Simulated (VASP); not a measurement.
# AlPt (P2_13) in VASP: further runs

The runs below take AlPt through single point, with PBEsol.

All numbers are computed with VASP 6.6.1; they aren't measurements. Logs are shortened: lines on timing, memory, paths and dates and some standing lists are left out, and cuts for length are marked.

## 1. The cell of the first run

The structure is cubic, space group P2_13 (No. 198). The conventional cell has a = 4.869 Å, b = 4.869 Å, c = 4.869 Å, α = 90.00°, β = 90.00°, γ = 90.00°. Pt (site symmetry 3) has 7 Al at 2.60 to 2.61 Å and 6 Pt at 3.01 Å within 3.4 Å. Al (site symmetry 3) has 7 Pt at 2.60 to 2.61 Å and 6 Al at 3.01 Å within 3.4 Å.

## 2. Single point, PBEsol

The input, INCAR:

```
SYSTEM = AlPt
PREC     = Accurate       ! precision mode
ENCUT    = 520            ! plane-wave cutoff, eV
EDIFF    = 1E-7           ! SCF threshold, eV
ISMEAR   = -1             ! smearing method
SIGMA    = 0.05           ! smearing width, eV
LREAL    = .False.        ! projectors in reciprocal space
LASPH    = .True.         ! aspherical terms in the spheres
NELM     = 80             ! most SCF steps
ALGO     = Normal         ! electronic algorithm
ISIF     = 2              ! what is computed and relaxed
LWAVE    = .False.        ! write WAVECAR
LCHARG   = .False.        ! write CHGCAR
GGA      = PS             ! functional
NBANDS   = 36             ! bands
```

The input, KPOINTS:

```
Automatic mesh
0
Gamma
  6 6 6
  0 0 0
```

The input, POSCAR:

```
AlPt
1.0
    4.8687230715      0.0000000000      0.0000000000
    0.0000000000      4.8687230715      0.0000000000
    0.0000000000      0.0000000000      4.8687230715
Pt Al
4 4
Direct
    0.8459392046      0.6540607954      0.3459392046
    0.6540607954      0.3459392046      0.8459392046
    0.3459392046      0.8459392046      0.6540607954
    0.1540607954      0.1540607954      0.1540607954
    0.1558240242      0.3441759758      0.6558240242
    0.3441759758      0.6558240242      0.1558240242
    0.6558240242      0.1558240242      0.3441759758
    0.8441759758      0.8441759758      0.8441759758
```

Potentials or basis: VASP PAW PBE potentials, release 64 (Pt, Al).

Run with:

```
cat potpaw_PBE.64/Pt/POTCAR potpaw_PBE.64/Al/POTCAR > POTCAR
mpirun -np 1 vasp_std > vasp.out
```

OUTCAR:

```text
SYSTEM = AlPt
   PREC = Accurate
   ENCUT = 520
   EDIFF = 1E-7
   ISMEAR = -1
   LREAL = .False.
   LASPH = .True.
   NELM = 80
   ISIF = 2
   GGA = PS

 ion  position               nearest neighbor table
   1  0.846  0.654  0.346-   6 2.60   7 2.60   8 2.60   7 2.61   8 2.61   6 2.61   5 2.61   2 3.01
                             2 3.01   3 3.01   4 3.01   3 3.01   4 3.01
   2  0.654  0.346  0.846-   5 2.60   7 2.60   8 2.60   5 2.61   7 2.61   8 2.61   6 2.61   1 3.01
                             1 3.01   3 3.01   3 3.01   4 3.01   4 3.01
   3  0.346  0.846  0.654-   5 2.60   6 2.60   8 2.60   6 2.61   5 2.61   8 2.61   7 2.61   1 3.01
                             4 3.01   2 3.01   2 3.01   1 3.01   4 3.01
   4  0.154  0.154  0.154-   5 2.60   6 2.60   7 2.60   7 2.61   6 2.61   5 2.61   8 2.61   2 3.01
                             3 3.01   1 3.01   3 3.01   1 3.01   2 3.01
   5  0.156  0.344  0.656-   2 2.60   3 2.60   4 2.60   3 2.61   4 2.61   2 2.61   1 2.61   8 3.01
                             6 3.01   6 3.01   8 3.01   7 3.01   7 3.01
   6  0.344  0.656  0.156-   1 2.60   3 2.60   4 2.60   1 2.61   3 2.61   4 2.61   2 2.61   8 3.01
                             5 3.01   5 3.01   7 3.01   7 3.01   8 3.01
   7  0.656  0.156  0.344-   1 2.60   2 2.60   4 2.60   2 2.61   1 2.61   4 2.61   3 2.61   8 3.01
                             8 3.01   5 3.01   6 3.01   6 3.01   5 3.01
   8  0.844  0.844  0.844-   1 2.60   2 2.60   3 2.60   3 2.61   2 2.61   1 2.61   4 2.61   5 3.01
                             6 3.01   7 3.01   7 3.01   5 3.01   6 3.01

  LATTYP: Found a simple cubic cell.
 ALAT       =     4.8687230715

  Lattice vectors:

 A1 = (   4.8687230715,   0.0000000000,   0.0000000000)
 A2 = (   0.0000000000,   4.8687230715,   0.0000000000)
 A3 = (   0.0000000000,   0.0000000000,   4.8687230715)

Analysis of symmetry for initial positions (statically):
=====================================================================
 Subroutine PRICEL returns:
 Original cell was already a primitive cell.

 Routine SETGRP: Setting up the symmetry group for a
 simple cubic supercell.

 Subroutine GETGRP returns: Found 12 space group operations
 (whereof  3 operations were pure point group operations)
 out of a pool of 48 trial point group operations.

The static configuration has the point symmetry C_3 .
 The point group associated with its full space group is T   .

Analysis of symmetry for dynamics (positions and initial velocities):
=====================================================================
 Subroutine PRICEL returns:
 Original cell was already a primitive cell.

 Routine SETGRP: Setting up the symmetry group for a
 simple cubic supercell.

 Subroutine GETGRP returns: Found 12 space group operations
 (whereof  3 operations were pure point group operations)
 out of a pool of 48 trial point group operations.

The dynamic configuration has the point symmetry C_3 .
 The point group associated with its full space group is T   .

 Subroutine INISYM returns: Found 12 space group operations
 (whereof  3 operations are pure point group operations),
 and found     1 'primitive' translations

----------------------------------------------------------------------------------------

                                     Primitive cell

  volume of cell :     115.4105

  direct lattice vectors                    reciprocal lattice vectors
     4.868723071  0.000000000  0.000000000     0.205392664  0.000000000  0.000000000
     0.000000000  4.868723071  0.000000000     0.000000000  0.205392664  0.000000000
     0.000000000  0.000000000  4.868723071     0.000000000  0.000000000  0.205392664

  length of vectors
     4.868723071  4.868723071  4.868723071     0.205392664  0.205392664  0.205392664

  position of ions in fractional coordinates (direct lattice)
     0.845939205  0.654060795  0.345939205
     0.654060795  0.345939205  0.845939205
     0.345939205  0.845939205  0.654060795
     0.154060795  0.154060795  0.154060795
     0.155824024  0.344175976  0.655824024
     0.344175976  0.655824024  0.155824024
     0.655824024  0.155824024  0.344175976
     0.844175976  0.844175976  0.844175976

  ion indices of the primitive-cell ions
   primitive index   ion index
                 1           1
                 2           2
                 3           3
                 4           4
                 5           5
                 6           6
                 7           7
                 8           8

----------------------------------------------------------------------------------------

 KPOINTS: Automatic mesh

Automatic generation of k-mesh.
 Grid dimensions read from file:
 generate k-points for:    6    6    6

 Generating k-lattice:

  Cartesian coordinates                     Fractional coordinates (reciprocal lattice)
     0.034232111  0.000000000  0.000000000     0.166666667  0.000000000  0.000000000
     0.000000000  0.034232111  0.000000000     0.000000000  0.166666667  0.000000000
     0.000000000  0.000000000  0.034232111     0.000000000  0.000000000  0.166666667

  Length of vectors
     0.034232111  0.034232111  0.034232111

  Shift w.r.t. Gamma in fractional coordinates (k-lattice)
     0.000000000  0.000000000  0.000000000

 Subroutine IBZKPT returns following result:
 ===========================================

 Found     24 irreducible k-points:

 Following reciprocal coordinates:
            Coordinates               Weight
  0.000000  0.000000  0.000000      1.000000
  0.166667  0.000000  0.000000      6.000000
  0.333333  0.000000  0.000000      6.000000
  0.500000  0.000000  0.000000      3.000000
  0.166667  0.166667  0.000000     12.000000
  0.333333  0.166667  0.000000     12.000000
[... 16 lines left out ...]
  0.500000  0.500000  0.333333      6.000000
  0.500000  0.500000  0.500000      1.000000
   k-points           NKPTS =     24   k-points in BZ     NKDIM =     24   number of bands    NBANDS=     36
   number of dos      NEDOS =    301   number of ions     NIONS =      8
   total plane-waves  NPLWV =  46656
   dimension x,y,z NGX =    36 NGY =   36 NGZ =   36
   dimension x,y,z NGXF=    72 NGYF=   72 NGZF=   72
   ions per type =               4   4
   NGX,Y,Z   is equivalent  to a cutoff of  12.29, 12.29, 12.29 a.u.
   NGXF,Y,Z  is equivalent  to a cutoff of  24.58, 24.58, 24.58 a.u.
 SYSTEM =  AlPt
   PREC   = accura    normal or accurate (medium, high low for compatibility)
   ISTART =      0    job   : 0-new  1-cont  2-samecut
   ICHARG =      2    charge: 1-file 2-atom 10-const
   ISPIN  =      1    spin polarized calculation?
   LNONCOLLINEAR =      F non collinear calculations
   LSORBIT =      F    spin-orbit coupling
   LASPH  =      T    aspherical Exc in radial PAW
   ENCUT  =  520.0 eV  38.22 Ry    6.18 a.u.   9.05  9.05  9.05*2*pi/ulx,y,z
   NELM   =     80;   NELMIN=  2; NELMDL= -5     # of ELM steps
   EDIFF  = 0.1E-06   stopping-criterion for ELM
   LREAL  =      F    real-space projection
   EDIFFG = 0.1E-05   stopping-criterion for IOM
   NSW    =      0    number of steps for IOM
   IBRION =     -1    ionic relax: 0-MD 1-quasi-New 2-CG
   NFREE  =      0    steps in history (QN), initial steepest desc. (CG)
   ISIF   =      2    stress and relaxation
   ISYM   =      2    0-nonsym 1-usesym 2-fastsym
   POTIM  = 0.5000    time-step for ionic-motion
   TEBEG  =    0.0;   TEEND  =   0.0 temperature during run
   PSTRESS=    0.0 pullay stress
   NELECT =      52.0000    total number of electrons
   NUPDOWN=      -1.0000    fix difference up-down
   EMIN   =  10.00;   EMAX   =-10.00  energy-range for DOS
   EFERMI =   0.00;   METHOD = LEGACY
   ISMEAR =    -1;   SIGMA  =   0.05  broadening in eV -4-tet -1-fermi 0-gaus
   EFERMI_NEDOS =   21; number of points for ismear=-14 and -15
   IALGO  =     38    algorithm
   IMIX   =      4    mixing-type and parameters
     AMIX     =   0.40;   BMIX     =  1.00
     AMIX_MAG =   1.60;   BMIX_MAG =  1.00
  volume/ion in A,a.u.               =      14.43        97.35
  Fermi-wavevector in a.u.,A,eV,Ry     =   1.255050  2.371700 21.431208  1.575149
  Thomas-Fermi vector in A             =   2.388825
   LORBIT       =      0    0 simple, 1 ext, 2 COOP (PROOUT), +10 PAW based schemes
   GGA     = PS    functional components
   LHFCALC =     F    Hartree Fock is set to
   AEXX    =    0.0000 exact exchange contribution
   IVDW    =     0    specifies the selected vdW correction
   LEPSILON=     F    determine dielectric tensor
   LRPA    =     F    only Hartree local field effects (RPA)
 non-spin polarized calculation
  energy-cutoff  :      520.00
  volume of cell :      115.41
 maximum number of plane-waves:      3136
   NGX = 19   NGY = 19   NGZ = 19

 number of electron      51.9999991 magnetization

 Free energy of the ion-electron system (eV)
  ---------------------------------------------------
  ext. energy  EPLUGINS =         0.00000000
  ---------------------------------------------------
  free energy    TOTEN  =       -52.66149009 eV

  energy without entropy =      -52.64997531  energy(sigma->0) =      -52.65573270

 E-fermi :  10.5160     XC(G=0): -12.3015

 val. band max:       10.4620149514   @ k =  -0.3333   0.5000   0.0000
 cond. band min:      10.7133923972   @ k =   0.3333   0.3333   0.3333
 fundamental gap:      0.2513774458
 Fermi energy:        10.5159537210

 k-point     1 :       0.0000    0.0000    0.0000
  band No.  band energies     occupation
      1      -0.7952      2.00000
      2       3.5407      2.00000
      3       3.5407      2.00000
      4       3.5407      2.00000
      5       4.9891      2.00000
      6       4.9891      2.00000
[... 28 lines left out ...]
     35      15.6391      0.00000
     36      15.6391      0.00000

 k-point     2 :       0.1667    0.0000    0.0000
  band No.  band energies     occupation
      1      -0.5904      2.00000
      2       3.0634      2.00000
      3       3.5845      2.00000
      4       3.6893      2.00000
      5       4.7594      2.00000
      6       4.9022      2.00000
[... 28 lines left out ...]
     35      15.8692      0.00000
     36      16.6128      0.00000

 k-point     3 :       0.3333    0.0000    0.0000
  band No.  band energies     occupation
      1       0.0080      2.00000
      2       2.0746      2.00000
      3       3.6616      2.00000
      4       3.7512      2.00000
      5       4.5227      2.00000
      6       4.7615      2.00000
[... 28 lines left out ...]
     35      16.1211      0.00000
     36      17.0873      0.00000

 k-point     4 :       0.5000    0.0000    0.0000
  band No.  band energies     occupation
      1       0.9436      2.00000
      2       0.9436      2.00000
      3       3.7258      2.00000
      4       3.7258      2.00000
      5       4.5703      2.00000
      6       4.5703      2.00000
[... 28 lines left out ...]
     35      16.5461      0.00000
     36      16.5461      0.00000

 k-point     5 :       0.1667    0.1667    0.0000
  band No.  band energies     occupation
      1      -0.3886      2.00000
      2       3.0916      2.00000
      3       3.2456      2.00000
      4       3.7926      2.00000
      5       4.6747      2.00000
      6       4.8664      2.00000
[... 655 lines left out ...]
 k-point    22 :       0.5000    0.3333    0.3333
  band No.  band energies     occupation
      1       2.2309      2.00000
      2       2.2309      2.00000
      3       3.3324      2.00000
      4       3.3324      2.00000
      5       4.1169      2.00000
      6       4.1169      2.00000
[... 28 lines left out ...]
     35      17.4353      0.00000
     36      17.4353      0.00000

 k-point    23 :       0.5000    0.5000    0.3333
  band No.  band energies     occupation
      1       2.8305      2.00000
      2       2.8305      2.00000
      3       2.8611      2.00000
      4       2.8611      2.00000
      5       4.3238      2.00000
      6       4.3238      2.00000
[... 28 lines left out ...]
     35      17.9365      0.00000
     36      17.9687      0.00000

 k-point    24 :       0.5000    0.5000    0.5000
  band No.  band energies     occupation
      1       3.0714      2.00000
      2       3.0714      2.00000
      3       3.0714      2.00000
      4       3.0714      2.00000
      5       4.3928      2.00000
      6       4.3928      2.00000
[... 28 lines left out ...]
     35      17.6456      0.00000
     36      17.6456      0.00000

------------------------ aborting loop because EDIFF is reached ----------------------------------------

  FORCE on cell =-STRESS in cart. coord.  units (eV):
  Direction    XX          YY          ZZ          XY          YZ          ZX
  --------------------------------------------------------------------------------------
  -------------------------------------------------------------------------------------
  Total       -0.0639142     -0.0639142     -0.0639142     -0.0000000      0.0000000      0.0000000
  in kB       -0.8872842     -0.8872842     -0.8872842     -0.0000000      0.0000000      0.0000000
  external PRESSURE =      -0.8872842 kB  Pullay stress =       0.0000000 kB

 VOLUME and BASIS-vectors are now :
 -----------------------------------------------------------------------------
  energy-cutoff  :      520.00
  volume of cell :      115.41
      direct lattice vectors                 reciprocal lattice vectors
     4.868723071  0.000000000  0.000000000     0.205392664  0.000000000  0.000000000
     0.000000000  4.868723071  0.000000000     0.000000000  0.205392664  0.000000000
     0.000000000  0.000000000  4.868723071     0.000000000  0.000000000  0.205392664

 POSITION                                       TOTAL-FORCE (eV/Angst)
 -----------------------------------------------------------------------------------
      4.11864      3.18444      1.68428        -0.003849      0.003849     -0.003849
      3.18444      1.68428      4.11864         0.003849     -0.003849     -0.003849
      1.68428      4.11864      3.18444        -0.003849     -0.003849      0.003849
      0.75008      0.75008      0.75008         0.003849      0.003849      0.003849
      0.75866      1.67570      3.19303        -0.000163      0.000163     -0.000163
      1.67570      3.19303      0.75866         0.000163     -0.000163     -0.000163
      3.19303      0.75866      1.67570        -0.000163     -0.000163      0.000163
      4.11006      4.11006      4.11006         0.000163      0.000163      0.000163
 -----------------------------------------------------------------------------------
    total drift:                                0.000000      0.000000      0.000000

  FREE ENERGIE OF THE ION-ELECTRON SYSTEM (eV)
  ---------------------------------------------------
  free  energy   TOTEN  =       -52.6614900933 eV

  energy  without entropy=      -52.6499753143  energy(sigma->0) =      -52.65573270
```

It took 31 s on 1 thread of Intel Xeon 6975P-C (Granite Rapids), shared host; peak memory 0.25 GiB.

What came out:

- Free energy: -52.6615 eV
- Pressure: -0.1 GPa
- Largest force: 0.007 eV/Å
- Band gap on the k mesh: zero (bands 26 and 27 overlap by 1.15 eV)

Forces on the atoms (eV/Å):
```
Pt  -0.004  0.004 -0.004
Pt   0.004 -0.004 -0.004
Pt  -0.004 -0.004  0.004
Pt   0.004  0.004  0.004
Al   0.000  0.000  0.000
Al   0.000  0.000  0.000
Al   0.000  0.000  0.000
Al   0.000  0.000  0.000
```

Caveat: the PAW data sets were made with another functional, which shifts forces and pressure a little; spin-orbit coupling is left out, which moves the levels of the heavy elements.

## 3. Single point, PBEsol

This run uses another cell than the first one, of 14.52 Å³/atom.

The input, INCAR:

```
ALGO = Normal
EDIFF = 1E-7
ENCUT = 520
GGA = PS
ISIF = 2
ISMEAR = -1
LASPH = T
LCHARG = F
LREAL = F
LWAVE = F
NBANDS = 36
NELM = 100
PREC = Accurate
SIGMA = 0.05
```

The input, KPOINTS:

```
k-points
0
Gamma
  6 6 6
```

The input, POSCAR:

```
AlPt
1.0
    4.8789320700      0.0000000000      0.0000000000
    0.0000000000      4.8789320700      0.0000000000
    0.0000000000      0.0000000000      4.8789320700
Pt Al
4 4
Direct
    0.8449369400      0.6550630600      0.3449369400
    0.6550630600      0.3449369400      0.8449369400
    0.3449369400      0.8449369400      0.6550630600
    0.1550630600      0.1550630600      0.1550630600
    0.1559679000      0.3440321000      0.6559679000
    0.3440321000      0.6559679000      0.1559679000
    0.6559679000      0.1559679000      0.3440321000
    0.8440321000      0.8440321000      0.8440321000
```

Potentials or basis: VASP PAW PBE potentials, release 64 (Pt, Al).

Run with:

```
cat potpaw_PBE.64/Pt/POTCAR potpaw_PBE.64/Al/POTCAR > POTCAR
mpirun -np 1 vasp_std > vasp.out
```

Run time: 34 s. Hardware: 1 thread of Intel Xeon 6975P-C (Granite Rapids), shared host; peak memory 0.24 GiB.

The run converged. Its results:

| Property | Result |
| --- | --- |
| Free energy | -52.6577 eV |
| Pressure | -1.3 GPa |
| Largest force | 0.051 eV/Å |
| Band gap on the k mesh | zero (bands 26 and 27 overlap by 1.16 eV) |

Forces in eV/Å, atoms in the order of the input:
```
Pt   0.029 -0.029  0.029
Pt  -0.029  0.029  0.029
Pt   0.029  0.029 -0.029
Pt  -0.029 -0.029 -0.029
Al  -0.001  0.001 -0.001
Al   0.001 -0.001 -0.001
Al  -0.001 -0.001  0.001
Al   0.001  0.001  0.001
```

Levels at points of the mesh, in eV from the Fermi level:
```csv
k point,band 22,band 23,band 24,band 25,band 26,band 27,band 28,band 29,band 30,band 31
"(0.00, 0.00, 0.00)",-1.78,-1.78,-1.78,-0.26,-0.26,-0.26,4.15,4.15,4.15,4.33
"(0.50, 0.00, 0.00)",-2.35,-1.54,-1.54,-0.72,-0.72,1.19,1.19,2.68,2.68,4.44
"(0.50, 0.50, 0.00)",-2.43,-2.22,-2.22,0.32,0.32,1.26,1.26,2.75,2.75,3.19
"(0.50, 0.50, 0.50)",-2.53,-2.53,-2.53,-0.84,-0.84,-0.84,-0.84,6.48,6.48,6.48
```

Caveat: the PAW data sets were made with another functional, which shifts forces and pressure a little; spin-orbit coupling is left out, which moves the levels of the heavy elements.

The gap in the log of VASP goes by the Fermi energy; the results here count the filled bands.